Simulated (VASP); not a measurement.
# BAs (F-43m) in VASP: notebook, part 2 of 2

VASP 6.6.1.

## 4. Single point, PBE+D3(BJ)

This run uses another cell than the first one, of 13.52 Å³/atom.

INCAR

```
SYSTEM = BAs
PREC = Accurate
ENCUT = 500
EDIFF = 1E-6
ISMEAR = 0
SIGMA = 0.02
LREAL = .FALSE.
LASPH = .TRUE.
NELM = 120
ALGO = Normal
ISIF = 2
LWAVE = .FALSE.
LCHARG = .FALSE.
GGA = PE
IVDW = 12
NBANDS = 11
GGA_COMPAT = .FALSE.
```

KPOINTS

```
regular mesh
0
G
  10 10 10
  0 0 0
```

POSCAR

```
BAs
1.0
    0.0000000000      2.3820895465      2.3820895465
    2.3820895465      0.0000000000      2.3820895465
    2.3820895465      2.3820895465      0.0000000000
B As
1 1
Direct
    0.0000000000      0.0000000000      0.0000000000
    0.2500000000      0.2500000000      0.2500000000
```

Potentials or basis: VASP PAW PBE potentials, release 64 (B, As).

Started as:

```sh
$ cat potpaw_PBE.64/B/POTCAR potpaw_PBE.64/As/POTCAR > POTCAR
$ mpirun -np 1 vasp_std > vasp.out
```

OUTCAR:

```text
SYSTEM = BAs
   PREC = Accurate
   ENCUT = 500
   EDIFF = 1E-6
   ISMEAR = 0
   LREAL = .FALSE.
   LASPH = .TRUE.
   NELM = 120
   ISIF = 2
   GGA = PE
   IVDW = 12
 IVDW          = 12

 ion  position               nearest neighbor table
   1  0.000  0.000  0.000-   2 2.06   2 2.06   2 2.06   2 2.06
   2  0.250  0.250  0.250-   1 2.06   1 2.06   1 2.06   1 2.06

  LATTYP: Found a face centered cubic cell.
 ALAT       =     4.7641790930

  Lattice vectors:

 A1 = (   0.0000000000,   2.3820895465,   2.3820895465)
 A2 = (   2.3820895465,   0.0000000000,   2.3820895465)
 A3 = (   2.3820895465,   2.3820895465,   0.0000000000)

Analysis of symmetry for initial positions (statically):
=====================================================================
 Subroutine PRICEL returns:
 Original cell was already a primitive cell.

 Routine SETGRP: Setting up the symmetry group for a
 face centered cubic supercell.

 Subroutine GETGRP returns: Found 24 space group operations
 (whereof 24 operations were pure point group operations)
 out of a pool of 48 trial point group operations.

The static configuration has the point symmetry T_d .

Analysis of symmetry for dynamics (positions and initial velocities):
=====================================================================
 Subroutine PRICEL returns:
 Original cell was already a primitive cell.

 Routine SETGRP: Setting up the symmetry group for a
 face centered cubic supercell.

 Subroutine GETGRP returns: Found 24 space group operations
 (whereof 24 operations were pure point group operations)
 out of a pool of 48 trial point group operations.

The dynamic configuration has the point symmetry T_d .

 Subroutine INISYM returns: Found 24 space group operations
 (whereof 24 operations are pure point group operations),
 and found     1 'primitive' translations

----------------------------------------------------------------------------------------

                                     Primitive cell

  volume of cell :      27.0336

  direct lattice vectors                    reciprocal lattice vectors
     0.000000000  2.382089547  2.382089547    -0.209899750  0.209899750  0.209899750
     2.382089547  0.000000000  2.382089547     0.209899750 -0.209899750  0.209899750
     2.382089547  2.382089547  0.000000000     0.209899750  0.209899750 -0.209899750

  length of vectors
     3.368783343  3.368783343  3.368783343     0.363557031  0.363557031  0.363557031

  position of ions in fractional coordinates (direct lattice)
     0.000000000  0.000000000  0.000000000
     0.250000000  0.250000000  0.250000000

  ion indices of the primitive-cell ions
   primitive index   ion index
                 1           1
                 2           2

----------------------------------------------------------------------------------------

 KPOINTS: regular mesh

Automatic generation of k-mesh.
 Grid dimensions read from file:
 generate k-points for:   10   10   10

 Generating k-lattice:

  Cartesian coordinates                     Fractional coordinates (reciprocal lattice)
[... 22 lines left out ...]
  0.500000  0.000000  0.000000      4.000000
[... 16 lines left out ...]
  0.300000  0.300000  0.000000      6.000000
  0.400000  0.300000  0.000000     24.000000
 [... further k-points ...]
   k-points           NKPTS =     47   k-points in BZ     NKDIM =     47   number of bands    NBANDS=     11
   number of dos      NEDOS =    301   number of ions     NIONS =      2
   total plane-waves  NPLWV =  21952
   dimension x,y,z NGX =    28 NGY =   28 NGZ =   28
   dimension x,y,z NGXF=    56 NGYF=   56 NGZF=   56
   ions per type =               1   1
   NGX,Y,Z   is equivalent  to a cutoff of  13.82, 13.82, 13.82 a.u.
   NGXF,Y,Z  is equivalent  to a cutoff of  27.64, 27.64, 27.64 a.u.
 SYSTEM =  BAs
   PREC   = accura    normal or accurate (medium, high low for compatibility)
   ISTART =      0    job   : 0-new  1-cont  2-samecut
   ICHARG =      2    charge: 1-file 2-atom 10-const
   ISPIN  =      1    spin polarized calculation?
   LNONCOLLINEAR =      F non collinear calculations
   LSORBIT =      F    spin-orbit coupling
   LASPH  =      T    aspherical Exc in radial PAW
   ENCUT  =  500.0 eV  36.75 Ry    6.06 a.u.   6.14  6.14  6.14*2*pi/ulx,y,z
   NELM   =    120;   NELMIN=  2; NELMDL= -5     # of ELM steps
   EDIFF  = 0.1E-05   stopping-criterion for ELM
   LREAL  =      F    real-space projection
   EDIFFG = 0.1E-04   stopping-criterion for IOM
   NSW    =      0    number of steps for IOM
   IBRION =     -1    ionic relax: 0-MD 1-quasi-New 2-CG
   NFREE  =      0    steps in history (QN), initial steepest desc. (CG)
   ISIF   =      2    stress and relaxation
   ISYM   =      2    0-nonsym 1-usesym 2-fastsym
   POTIM  = 0.5000    time-step for ionic-motion
   TEBEG  =    0.0;   TEEND  =   0.0 temperature during run
   PSTRESS=    0.0 pullay stress
   NELECT =       8.0000    total number of electrons
   NUPDOWN=      -1.0000    fix difference up-down
   EMIN   =  10.00;   EMAX   =-10.00  energy-range for DOS
   EFERMI =   0.00;   METHOD = LEGACY
   ISMEAR =     0;   SIGMA  =   0.02  broadening in eV -4-tet -1-fermi 0-gaus
   EFERMI_NEDOS =   21; number of points for ismear=-14 and -15
   IALGO  =     38    algorithm
   IMIX   =      4    mixing-type and parameters
     AMIX     =   0.40;   BMIX     =  1.00
     AMIX_MAG =   1.60;   BMIX_MAG =  1.00
  volume/ion in A,a.u.               =      13.52        91.22
  Fermi-wavevector in a.u.,A,eV,Ry     =   1.090946  2.061590 16.193165  1.190164
  Thomas-Fermi vector in A             =   2.227181
   LORBIT       =      0    0 simple, 1 ext, 2 COOP (PROOUT), +10 PAW based schemes
   GGA     = PE    functional components
   LHFCALC =     F    Hartree Fock is set to
   AEXX    =    0.0000 exact exchange contribution
   IVDW    =    12    specifies the selected vdW correction
   LEPSILON=     F    determine dielectric tensor
   LRPA    =     F    only Hartree local field effects (RPA)
 non-spin polarized calculation
 Gauss-broadening in eV      SIGMA  =   0.02
  energy-cutoff  :      500.00
  volume of cell :       27.03
 maximum number of plane-waves:       701
 NGX is ok and might be reduce to    28
   NGX = 13   NGY = 13   NGZ = 13

 number of electron       8.0000000 magnetization

 Free energy of the ion-electron system (eV)
  ---------------------------------------------------
  ext. energy  EPLUGINS =         0.00000000
  ---------------------------------------------------
  free energy    TOTEN  =       -11.40059504 eV

  energy without entropy =      -11.40059504  energy(sigma->0) =      -11.40059504

 E-fermi :   6.3212     XC(G=0): -10.6192

 val. band max:        6.2156764577   @ k =   0.0000   0.0000   0.0000
 cond. band min:       7.3827573423   @ k =   0.4000   0.4000   0.0000
 fundamental gap:      1.1670808846
 Fermi energy:         6.3212308618

 k-point     1 :       0.0000    0.0000    0.0000
  band No.  band energies     occupation
      1      -9.2595      2.00000
      2       6.2157      2.00000
      3       6.2157      2.00000
      4       6.2157      2.00000
      5       9.5023      0.00000
      6       9.5023      0.00000
      7       9.5023      0.00000
      8      11.0053      0.00000
      9      15.8378      0.00000
     10      19.1989      0.00000
     11      19.1989      0.00000
[... 309 lines left out ...]
 k-point    24 :       0.4000    0.3000    0.0000
  band No.  band energies     occupation
      1      -6.5932      2.00000
      2      -0.2638      2.00000
      3       2.2056      2.00000
      4       2.7001      2.00000
      5       7.9075      0.00000
      6       9.6140      0.00000
      7      15.1092      0.00000
      8      15.3372      0.00000
      9      18.3396      0.00000
     10      22.1365      0.00000
     11      22.1400      0.00000

 [... further k-points ...]

------------------------ aborting loop because EDIFF is reached ----------------------------------------

 Edisp (eV)   -0.66514

 E8    (eV) :    -0.2644

  FORCE on cell =-STRESS in cart. coord.  units (eV):
  Direction    XX          YY          ZZ          XY          YZ          ZX
  --------------------------------------------------------------------------------------
  -------------------------------------------------------------------------------------
  Total       0.11582     0.11582     0.11582    -0.00000    -0.00000    -0.00000
  in kB       6.86411     6.86411     6.86411    -0.00000    -0.00000    -0.00000
  external pressure =        6.86 kB  Pullay stress =        0.00 kB

 VOLUME and BASIS-vectors are now :
 -----------------------------------------------------------------------------
  energy-cutoff  :      500.00
  volume of cell :       27.03
      direct lattice vectors                 reciprocal lattice vectors
     0.000000000  2.382089547  2.382089547    -0.209899750  0.209899750  0.209899750
     2.382089547  0.000000000  2.382089547     0.209899750 -0.209899750  0.209899750
     2.382089547  2.382089547  0.000000000     0.209899750  0.209899750 -0.209899750

 POSITION                                       TOTAL-FORCE (eV/Angst)
 -----------------------------------------------------------------------------------
      0.00000      0.00000      0.00000         0.000000      0.000000     -0.000000
      1.19104      1.19104      1.19104        -0.000000     -0.000000      0.000000
 -----------------------------------------------------------------------------------
    total drift:                               -0.000000     -0.000000     -0.000000

  FREE ENERGIE OF THE ION-ELECTRON SYSTEM (eV)
  ---------------------------------------------------
  free  energy   TOTEN  =       -12.0657341713 eV

  energy  without entropy=      -12.0657341713  energy(sigma->0) =      -12.06573417
```

OSZICAR:

```text
N       E                     dE             d eps       ncg     rms          rms(c)
DAV:   1     0.108740659987E+02    0.10874E+02   -0.35853E+03  1034   0.613E+02
DAV:   2    -0.113581609654E+02   -0.22232E+02   -0.21086E+02  1388   0.103E+02
DAV:   3    -0.120537416664E+02   -0.69558E+00   -0.69379E+00  1317   0.163E+01
DAV:   4    -0.120556663700E+02   -0.19247E-02   -0.19246E-02  1138   0.955E-01
DAV:   5    -0.120556691951E+02   -0.28251E-05   -0.28251E-05  1253   0.384E-02    0.499E+00
DAV:   6    -0.114685355405E+02    0.58713E+00   -0.16068E+00  1100   0.517E+00    0.242E+00
DAV:   7    -0.114070394103E+02    0.61496E-01   -0.19988E-01  1205   0.219E+00    0.991E-01
DAV:   8    -0.114001319588E+02    0.69075E-02   -0.20409E-02  1175   0.812E-01    0.991E-02
DAV:   9    -0.114004343050E+02   -0.30235E-03   -0.75519E-04  1187   0.160E-01    0.596E-02
DAV:  10    -0.114005890941E+02   -0.15479E-03   -0.19047E-04  1105   0.842E-02    0.123E-02
DAV:  11    -0.114005949528E+02   -0.58586E-05   -0.53480E-06  1261   0.155E-02    0.107E-02
DAV:  12    -0.114005950393E+02   -0.86575E-07   -0.26780E-06  1094   0.890E-03
   1 F= -.12065734E+02 E0= -.12065734E+02  d E =-.270763E-16
```

Wall time 26 s (1 thread of Intel Xeon 8259CL, shared host); peak memory 0.17 GiB.

Results:

| Property | Result |
| --- | --- |
| Free energy | -12.0657 eV |
| Pressure | 0.7 GPa |
| Band gap on the k mesh | 1.17 eV (least direct gap 3.29 eV) |
| Dispersion energy per atom | -0.333 eV |

## 5. Relaxation of cell and atoms, PBE+D3(BJ)

INCAR

```
ALGO = Normal
EDIFF = 1E-7
EDIFFG = -0.002
ENCUT = 500
GGA = PE
GGA_COMPAT = F
IBRION = 2
ISIF = 3
ISMEAR = 0
IVDW = 12
LASPH = T
LCHARG = F
LREAL = F
LWAVE = F
NELM = 120
NELMIN = 4
NSW = 100
PREC = Accurate
SIGMA = 0.02
```

KPOINTS

```
k-points
0
Gamma
  10 10 10
```

POSCAR

```
BAs
1.0
    0.0000000000      2.3850000000      2.3850000000
    2.3850000000      0.0000000000      2.3850000000
    2.3850000000      2.3850000000      0.0000000000
B As
1 1
Direct
    0.0000000000      0.0000000000      0.0000000000
    0.2500000000      0.2500000000      0.2500000000
```

Potentials or basis: VASP PAW PBE potentials, release 64 (B, As).

Started as:

```sh
$ cat potpaw_PBE.64/B/POTCAR potpaw_PBE.64/As/POTCAR > POTCAR
$ mpirun -np 1 vasp_std > vasp.out
```

OUTCAR:

```text
EDIFF = 1E-7
   EDIFFG = -0.002
   ENCUT = 500
   GGA = PE
   IBRION = 2
   ISIF = 3
   ISMEAR = 0
   IVDW = 12
   LASPH = T
   LREAL = F
   NELM = 120
   NELMIN = 4
   NSW = 100
   PREC = Accurate
 IVDW          = 12

 ion  position               nearest neighbor table
   1  0.000  0.000  0.000-   2 2.07   2 2.07   2 2.07   2 2.07
   2  0.250  0.250  0.250-   1 2.07   1 2.07   1 2.07   1 2.07

  LATTYP: Found a face centered cubic cell.
 ALAT       =     4.7700000000

  Lattice vectors:

 A1 = (   0.0000000000,   2.3850000000,   2.3850000000)
 A2 = (   2.3850000000,   0.0000000000,   2.3850000000)
 A3 = (   2.3850000000,   2.3850000000,   0.0000000000)

Analysis of symmetry for initial positions (statically):
=====================================================================
 Subroutine PRICEL returns:
 Original cell was already a primitive cell.

 Routine SETGRP: Setting up the symmetry group for a
 face centered cubic supercell.

 Subroutine GETGRP returns: Found 24 space group operations
 (whereof 24 operations were pure point group operations)
 out of a pool of 48 trial point group operations.

The static configuration has the point symmetry T_d .

Analysis of symmetry for dynamics (positions and initial velocities):
=====================================================================
 Subroutine PRICEL returns:
 Original cell was already a primitive cell.

[... 148 lines left out ...]

 number of electron       8.0000000 magnetization

 Free energy of the ion-electron system (eV)
  ---------------------------------------------------
  ext. energy  EPLUGINS =         0.00000000
  ---------------------------------------------------
  free energy    TOTEN  =       -11.40331136 eV

  energy without entropy =      -11.40331136  energy(sigma->0) =      -11.40331136

------------------------ aborting loop because EDIFF is reached ----------------------------------------

 Edisp (eV)   -0.66271

 E8    (eV) :    -0.2634
[... 71 lines left out ...]
--------------------------------------- Ionic step        3  -------------------------------------------

 number of electron       8.0000000 magnetization

 Free energy of the ion-electron system (eV)
  ---------------------------------------------------
  ext. energy  EPLUGINS =         0.00000000
  ---------------------------------------------------
  free energy    TOTEN  =       -11.40410611 eV

  energy without entropy =      -11.40410611  energy(sigma->0) =      -11.40410611

 E-fermi :   6.3112     XC(G=0): -10.5982

 val. band max:        6.1619515104   @ k =   0.0000   0.0000   0.0000
 cond. band min:       7.3341687659   @ k =   0.4000   0.4000   0.0000
 fundamental gap:      1.1722172556
 Fermi energy:         6.3112021745

 k-point     1 :       0.0000    0.0000    0.0000
  band No.  band energies     occupation
      1      -9.2688      2.00000
      2       6.1620      2.00000
      3       6.1620      2.00000
      4       6.1620      2.00000
      5       9.4424      0.00000
      6       9.4424      0.00000
      7       9.4424      0.00000
      8      10.8898      0.00000
[... 243 lines left out ...]
 k-point    24 :       0.4000    0.3000    0.0000
  band No.  band energies     occupation
      1      -6.6158      2.00000
      2      -0.3045      2.00000
      3       2.1721      2.00000
      4       2.6640      2.00000
      5       7.8565      0.00000
      6       9.5589      0.00000
      7      15.0207      0.00000
      8      15.2516      0.00000

 [... further k-points ...]

------------------------ aborting loop because EDIFF is reached ----------------------------------------

 Edisp (eV)   -0.66193

 E8    (eV) :    -0.2631
[... 25 lines left out ...]
  FREE ENERGIE OF THE ION-ELECTRON SYSTEM (eV)
  ---------------------------------------------------
  free  energy   TOTEN  =       -12.0660379274 eV

  energy  without entropy=      -12.0660379274  energy(sigma->0) =      -12.06603793

 reached required accuracy - stopping structural energy minimisation
```

Wall time 41 s (1 thread of Intel Xeon 8259CL, shared host); peak memory 0.17 GiB.

What came out:

```yaml
Free_energy: -12.0660 eV
Relaxed_volume: 13.58 Å³/atom
Relaxed_cell: a = 3.374 Å, b = 3.374 Å, c = 3.374 Å, α = 60.00°, β = 60.00°, γ = 60.00°
Space_group_after_relaxing_to_0.1_Å: F-43m (No. 216)
Energy_gained_by_relaxing: 0.0 meV/atom
Ionic_steps: 3
Pressure_after_relaxing: 0.0 GPa
Band_gap_on_the_k_mesh: 1.17 eV (least direct gap 3.28 eV)
Dispersion_energy_per_atom: -0.331 eV
```

Final structure:
```
B As
1.0
     0.00000    2.38593    2.38593
     2.38593    0.00000    2.38593
     2.38593    2.38593    0.00000
B As
1 1
Direct
  0.00000 0.00000 0.00000
  0.25000 0.25000 0.25000
```

A k mesh can miss the band edges.

## 6. Summary

```tsv
task	cell	k mesh	smearing	gap on the mesh (eV)	pressure (GPa)
single point	a = 3.373 Å, angles 60.0°, 2 atoms	6 × 6 × 6	gaussian 0.1 eV	1.27	0.2
single point	a = 3.369 Å, angles 60.0°, 2 atoms	10 × 10 × 10	gaussian 0.02 eV	1.17	0.7
relaxation of cell and atoms	relaxed from a = 3.373 Å, angles 60.0°, 2 atoms	10 × 10 × 10	gaussian 0.02 eV	1.17	0.0
```

Alike in all rows: level PBE+D3(BJ); potentials or basis VASP PAW PBE potentials, release 64 (B, As); no spin polarisation; cutoff (eV) 500.

Absolute energies hang on the potentials; compare differences alone.
